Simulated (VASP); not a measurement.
ScGaSe:

```
CELL_PARAMETERS angstrom
4.27681 0.00000 0.00000
-2.13841 3.70383 0.00000
0.00000 0.00000 4.58973
ATOMIC_POSITIONS crystal
Sc 0.66667 0.33333 0.00000
Ga 0.00000 0.00000 0.50000
Se 0.33333 0.66667 0.50000
```

The cell was built from a structure type or drawn by symmetry, and may not be a known phase.

| Quantity | Value |
| --- | --- |
| Program | VASP 6.6.1 |
| Task | relaxation of cell and atoms |
| Functional | PBE |
| Potentials or basis | VASP PAW PBE potentials, release 64 (Sc_sv, Ga_d, Se) |
| Cutoff | 600 eV |
| k mesh | 12 × 12 × 10 |
| Occupations | gaussian, width 0.1 eV |
| Spin | no spin polarisation |

At the start: pressure -1.3 GPa; volume 24.23 Å³/atom.

Q: How do energy, volume and symmetry change on relaxing?

A: Over 10 steps the energy falls by 410.5 meV/atom and the volume is 20.50 Å³/atom (-15.4 %); space group P-6m2 (No. 187, to 0.1 Å) before and after.

The path:
```csv
step,energy change (eV),largest force (eV/Å),pressure (GPa),volume (Å³)
1,0.0000,0.0000,-1.27,72.70
2,-0.5464,0.0000,-2.67,70.37
3,-0.8987,0.0000,1.27,59.32
4,-1.2038,0.0000,-2.69,64.50
5,-1.2107,0.0000,-2.41,63.89
6,-1.2096,0.0000,-2.53,64.12
7,-1.2215,0.0000,1.89,59.73
8,-1.2314,0.0000,-0.01,61.44
9,-1.2313,0.0000,-0.10,61.49
10,-1.2315,0.0000,-0.05,61.50
```

Final structure:
```cif
data_structure
_symmetry_space_group_name_H-M 'P 1'
_symmetry_Int_Tables_number 1
_cell_length_a 4.5784
_cell_length_b 4.5784
_cell_length_c 3.3880
_cell_angle_alpha 90.000
_cell_angle_beta 90.000
_cell_angle_gamma 120.000
_cell_volume 61.50
loop_
_atom_site_label
_atom_site_type_symbol
_atom_site_fract_x
_atom_site_fract_y
_atom_site_fract_z
_atom_site_occupancy
Sc1 Sc 0.66667 0.33333 0.00000 1
Ga1 Ga 0.00000 0.00000 0.50000 1
Se1 Se 0.33333 0.66667 0.50000 1
```

Caveat: the volume moved by over 15 % at a fixed basis, so the end points are rough.
